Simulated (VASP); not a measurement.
# Ta (P-1) in VASP: single point with PBE

Aim: the single point of Ta with PBE.

Everything below comes from runs of VASP 6.6.1. Logs are shortened: lines on timing, memory, paths and dates and some standing lists are left out, and cuts for length are marked.

## Step 1: The cell of the first run

The typed cell holds 1 atom: a = 2.929 Å, b = 2.799 Å, c = 2.818 Å, α = 106.70°, β = 112.15°, γ = 107.25°.

## Step 2: Single point, PBE

INCAR reads:

```
PREC = Accurate ; ENCUT = 520
EDIFF = 1E-6 ; ISMEAR = 0
SIGMA = 0.15 ; LREAL = False
LASPH = True ; NELM = 100
ALGO = Fast ; ISIF = 2
LWAVE = False ; LCHARG = False
GGA = PE ; NBANDS = 12
```

KPOINTS reads:

```
regular mesh
0
Gamma
  14 14 14
```

POSCAR reads:

```
Ta
1.0
   -1.6648205360      1.6517074127      1.7548565233
    1.6684335696     -1.5351590038      1.6419211481
    1.6845558996      1.5548943674     -1.6383081145
Ta
1
Direct
    0.0000000000      0.0000000000      0.0000000000
```

Potentials or basis: VASP PAW PBE potentials, release 64 (Ta_pv).

Launch:

```sh
> cat potpaw_PBE.64/Ta_pv/POTCAR > POTCAR
> mpirun -np 1 vasp_std > vasp.out
```

OUTCAR:

```text
PREC = Accurate
   ENCUT = 520
   EDIFF = 1E-6
   ISMEAR = 0
   LREAL = False
   LASPH = True
   NELM = 100
   ISIF = 2
   GGA = PE

 ion  position               nearest neighbor table
   1  0.000  0.000  0.000-

  LATTYP: Found a triclinic cell.
 ALAT       =     2.8177080315
 B/A-ratio  =     1.1899918153
 C/A-ratio  =     1.1387907453
 COS(alpha) =     0.0120712544
 COS(beta)  =     0.5340132787
 COS(gamma) =     0.6004568880

  Lattice vectors:

 A1 = (  -1.6845558996,  -1.5548943674,   1.6383081145)
 A2 = (  -3.3529894692,  -0.0197353636,  -0.0036130336)
 A3 = (  -0.0197353636,  -3.2066017801,  -0.1165484088)

Analysis of symmetry for initial positions (statically):
=====================================================================
 Subroutine PRICEL returns:
 Original cell was already a primitive cell.

 Routine SETGRP: Setting up the symmetry group for a
 triclinic supercell.

 Subroutine GETGRP returns: Found  2 space group operations
 (whereof  2 operations were pure point group operations)
 out of a pool of  2 trial point group operations.

The static configuration has the point symmetry S_2 .

Analysis of symmetry for dynamics (positions and initial velocities):
=====================================================================
 Subroutine PRICEL returns:
 Original cell was already a primitive cell.

 Routine SETGRP: Setting up the symmetry group for a
 triclinic supercell.

 Subroutine GETGRP returns: Found  2 space group operations
 (whereof  2 operations were pure point group operations)
 out of a pool of  2 trial point group operations.

The dynamic configuration has the point symmetry S_2 .

 Subroutine INISYM returns: Found  2 space group operations
 (whereof  2 operations are pure point group operations),
 and found     1 'primitive' translations

----------------------------------------------------------------------------------------

                                     Primitive cell

  volume of cell :      18.2371

  direct lattice vectors                    reciprocal lattice vectors
    -1.664820536  1.651707413  1.754856523    -0.002080947  0.301545149  0.284052418
     1.668433570 -1.535159004  1.641921148     0.297997768 -0.012538431  0.294509902
     1.684555900  1.554894367 -1.638308115     0.296425970  0.310430835 -0.010966634

  length of vectors
     2.929041859  2.799337207  2.817708031     0.414269940  0.419161024  0.429366890

  position of ions in fractional coordinates (direct lattice)
     0.000000000  0.000000000  0.000000000

  ion indices of the primitive-cell ions
   primitive index   ion index
                 1           1

----------------------------------------------------------------------------------------

 KPOINTS: regular mesh

Automatic generation of k-mesh.
 Grid dimensions read from file:
 generate k-points for:   14   14   14

 Generating k-lattice:

  Cartesian coordinates                     Fractional coordinates (reciprocal lattice)
    -0.000148639  0.021538939  0.020289458     0.071428571  0.000000000  0.000000000
     0.021285555 -0.000895602  0.021036422     0.000000000  0.071428571  0.000000000
     0.021173284  0.022173631 -0.000783331     0.000000000 -0.000000000  0.071428571

  Length of vectors
     0.029590710  0.029940073  0.030669064

  Shift w.r.t. Gamma in fractional coordinates (k-lattice)
     0.000000000  0.000000000  0.000000000

 Subroutine IBZKPT returns following result:
 ===========================================

 Found   1376 irreducible k-points:

 Following reciprocal coordinates:
            Coordinates               Weight
  0.000000  0.000000  0.000000      1.000000
  0.071429  0.000000  0.000000      2.000000
  0.142857  0.000000  0.000000      2.000000
  0.214286 -0.000000  0.000000      2.000000
  0.285714 -0.000000  0.000000      2.000000
  0.357143  0.000000  0.000000      2.000000
[... 16 lines left out ...]
  0.000000  0.142857  0.000000      2.000000
  0.071429  0.142857  0.000000      2.000000
 [... further k-points ...]
   k-points           NKPTS =   1376   k-points in BZ     NKDIM =   1376   number of bands    NBANDS=     12
   number of dos      NEDOS =    301   number of ions     NIONS =      1
   total plane-waves  NPLWV =  13824
   dimension x,y,z NGX =    24 NGY =   24 NGZ =   24
   dimension x,y,z NGXF=    48 NGYF=   48 NGZF=   48
   ions per type =               1
   NGX,Y,Z   is equivalent  to a cutoff of  13.62, 14.25, 14.16 a.u.
   NGXF,Y,Z  is equivalent  to a cutoff of  27.24, 28.51, 28.32 a.u.
 SYSTEM =  unknown system
   PREC   = accura    normal or accurate (medium, high low for compatibility)
   ISTART =      0    job   : 0-new  1-cont  2-samecut
   ICHARG =      2    charge: 1-file 2-atom 10-const
   ISPIN  =      1    spin polarized calculation?
   LNONCOLLINEAR =      F non collinear calculations
   LSORBIT =      F    spin-orbit coupling
   LASPH  =      T    aspherical Exc in radial PAW
   ENCUT  =  520.0 eV  38.22 Ry    6.18 a.u.   5.45  5.20  5.24*2*pi/ulx,y,z
   NELM   =    100;   NELMIN=  2; NELMDL= -5     # of ELM steps
   EDIFF  = 0.1E-05   stopping-criterion for ELM
   LREAL  =      F    real-space projection
   EDIFFG = 0.1E-04   stopping-criterion for IOM
   NSW    =      0    number of steps for IOM
   IBRION =     -1    ionic relax: 0-MD 1-quasi-New 2-CG
   NFREE  =      0    steps in history (QN), initial steepest desc. (CG)
   ISIF   =      2    stress and relaxation
   ISYM   =      2    0-nonsym 1-usesym 2-fastsym
   POTIM  = 0.5000    time-step for ionic-motion
   TEBEG  =    0.0;   TEEND  =   0.0 temperature during run
   PSTRESS=    0.0 pullay stress
   NELECT =      11.0000    total number of electrons
   NUPDOWN=      -1.0000    fix difference up-down
   EMIN   =  10.00;   EMAX   =-10.00  energy-range for DOS
   EFERMI =   0.00;   METHOD = LEGACY
   ISMEAR =     0;   SIGMA  =   0.15  broadening in eV -4-tet -1-fermi 0-gaus
   EFERMI_NEDOS =   21; number of points for ismear=-14 and -15
   IALGO  =     68    algorithm
   IMIX   =      4    mixing-type and parameters
     AMIX     =   0.40;   BMIX     =  1.00
     AMIX_MAG =   1.60;   BMIX_MAG =  1.00
  volume/ion in A,a.u.               =      18.24       123.07
  Fermi-wavevector in a.u.,A,eV,Ry     =   1.383206  2.613881 26.031476  1.913260
  Thomas-Fermi vector in A             =   2.507826
   LORBIT       =      0    0 simple, 1 ext, 2 COOP (PROOUT), +10 PAW based schemes
   GGA     = PE    functional components
   LHFCALC =     F    Hartree Fock is set to
   AEXX    =    0.0000 exact exchange contribution
   IVDW    =     0    specifies the selected vdW correction
   LEPSILON=     F    determine dielectric tensor
   LRPA    =     F    only Hartree local field effects (RPA)
 non-spin polarized calculation
 RMM-DIIS sequential band-by-band and
 Gauss-broadening in eV      SIGMA  =   0.15
  energy-cutoff  :      520.00
  volume of cell :       18.24
 maximum number of plane-waves:       504
 NGX is ok and might be reduce to    24
   NGX = 11   NGY = 11   NGZ = 11

 number of electron      11.0000000 magnetization

 Free energy of the ion-electron system (eV)
  ---------------------------------------------------
  ext. energy  EPLUGINS =         0.00000000
  ---------------------------------------------------
  free energy    TOTEN  =       -11.78952575 eV

  energy without entropy =      -11.77351705  energy(sigma->0) =      -11.78152140

 E-fermi :   5.4036     XC(G=0): -12.5493

 val. band max:        5.4011305894   @ k =   0.3571   0.4286   0.4286
 cond. band min:       5.4038082545   @ k =   0.0000   0.0000   0.0000
 fundamental gap:      0.0026776650
 Fermi energy:         5.4035847056

 k-point     1 :       0.0000    0.0000    0.0000
  band No.  band energies     occupation
      1     -27.8254      2.00000
      2     -27.7143      2.00000
      3     -27.6164      2.00000
      4      -2.4770      2.00000
      5       5.4038      0.99832
      6       6.1319      0.00000
      7       6.7582      0.00000
      8       8.9758      0.00000
      9       9.9180      0.00000
     10      19.6398      0.00000
     11      20.1904      0.00000
     12      21.3580      0.00000

 k-point     2 :       0.0714    0.0000    0.0000
  band No.  band energies     occupation
      1     -27.8773      2.00000
      2     -27.7283      2.00000
      3     -27.6189      2.00000
      4      -2.2671      2.00000
      5       5.3153      1.59504
      6       6.0044      0.00000
      7       6.9192      0.00000
      8       9.0167      0.00000
      9       9.8217      0.00000
     10      20.1164      0.00000
     11      20.5478      0.00000
     12      21.4703      0.00000

 k-point     3 :       0.1429    0.0000    0.0000
  band No.  band energies     occupation
      1     -28.0213      2.00000
      2     -27.7672      2.00000
      3     -27.6253      2.00000
      4      -1.6719      2.00000
      5       5.0435      1.99931
      6       5.6423      0.02442
      7       7.4434      0.00000
      8       9.1620      0.00000
      9       9.6788      0.00000
     10      21.1664      0.00000
     11      21.5057      0.00000
     12      21.7009      0.00000

 k-point     4 :       0.2143   -0.0000    0.0000
  band No.  band energies     occupation
      1     -28.2244      2.00000
      2     -27.8228      2.00000
      3     -27.6341      2.00000
      4      -0.8053      2.00000
      5       4.6505      2.00000
      6       5.1949      1.95093
      7       8.3349      0.00000
      8       9.4218      0.00000
      9       9.6826      0.00000
     10      20.0561      0.00000
     11      21.0467      0.00000
     12      21.9026      0.00000

 k-point     5 :       0.2857   -0.0000    0.0000
  band No.  band energies     occupation
      1     -28.4430      2.00000
      2     -27.8837      2.00000
      3     -27.6435      2.00000
      4       0.1019      2.00000
      5       4.2415      2.00000
      6       4.9728      1.99995
      7       9.5221      0.00000
      8       9.6303      0.00000
      9       9.9863      0.00000
     10      19.7959      0.00000
     11      20.0746      0.00000
     12      20.9105      0.00000
[... 228 lines left out ...]
      1     -27.9587      2.00000
      2     -27.7622      2.00000
      3     -27.6553      2.00000
      4      -1.8237      2.00000
      5       5.2582      1.82940
      6       5.8404      0.00004
      7       7.0858      0.00000
      8       9.1788      0.00000
      9       9.4437      0.00000
     10      20.9032      0.00000
     11      21.1659      0.00000
     12      22.0466      0.00000

 k-point    22 :      -0.0714    0.0714    0.0000
  band No.  band energies     occupation
      1     -27.8469      2.00000
      2     -27.7452      2.00000
      3     -27.6490      2.00000
      4      -2.2434      2.00000
      5       5.4556      0.62375
      6       6.1650      0.00000
      7       6.6938      0.00000
      8       8.9180      0.00000
      9       9.7121      0.00000
     10      20.0147      0.00000
     11      20.6326      0.00000
     12      21.7616      0.00000

 k-point    23 :       0.0000    0.1429    0.0000
  band No.  band energies     occupation
      1     -27.9646      2.00000
      2     -27.8073      2.00000
      3     -27.6768      2.00000
      4      -1.6499      2.00000
      5       5.4094      0.95628
      6       5.8775      0.00001
      7       7.2725      0.00000
      8       8.3859      0.00000
      9       9.7809      0.00000
     10      20.0762      0.00000
     11      20.4726      0.00000
     12      21.7706      0.00000

 k-point    24 :       0.0714    0.1429    0.0000
  band No.  band energies     occupation
      1     -28.0965      2.00000
      2     -27.8244      2.00000
      3     -27.6855      2.00000
      4      -1.1245      2.00000
      5       5.1305      1.98997
      6       5.4674      0.54756
      7       7.9731      0.00000
      8       8.4238      0.00000
      9       9.9093      0.00000
     10      20.0578      0.00000
     11      20.9613      0.00000
     12      22.1354      0.00000

 [... further k-points ...]
[... 5 lines left out ...]
  --------------------------------------------------------------------------------------
  -------------------------------------------------------------------------------------
  Total        0.0630363      0.5227507     -0.1770001     -0.0846558     -0.5265141     -0.0219069
  in kB        5.5378943     45.9249639    -15.5499056     -7.4372282    -46.2555956     -1.9245781
  external PRESSURE =      11.9709842 kB  Pullay stress =       0.0000000 kB

 VOLUME and BASIS-vectors are now :
 -----------------------------------------------------------------------------
  energy-cutoff  :      520.00
  volume of cell :       18.24
      direct lattice vectors                 reciprocal lattice vectors
    -1.664820536  1.651707413  1.754856523    -0.002080947  0.301545149  0.284052418
     1.668433570 -1.535159004  1.641921148     0.297997768 -0.012538431  0.294509902
     1.684555900  1.554894367 -1.638308115     0.296425970  0.310430835 -0.010966634

 POSITION                                       TOTAL-FORCE (eV/Angst)
 -----------------------------------------------------------------------------------
      0.00000      0.00000      0.00000         0.000000      0.000000      0.000000
 -----------------------------------------------------------------------------------
    total drift:                                0.000000      0.000000      0.000000

  FREE ENERGIE OF THE ION-ELECTRON SYSTEM (eV)
  ---------------------------------------------------
  free  energy   TOTEN  =       -11.7895257455 eV

  energy  without entropy=      -11.7735170475  energy(sigma->0) =      -11.78152140
```

Run time: 7.1 min. Hardware: 1 thread of AMD EPYC 7R43 (Zen 3), shared host; peak memory 0.35 GiB.

What came out:

| Property | Result |
| --- | --- |
| Free energy | -11.7895 eV |
| Pressure | 1.2 GPa |

Caveat: spin-orbit coupling is left out, which moves the levels of the heavy elements.
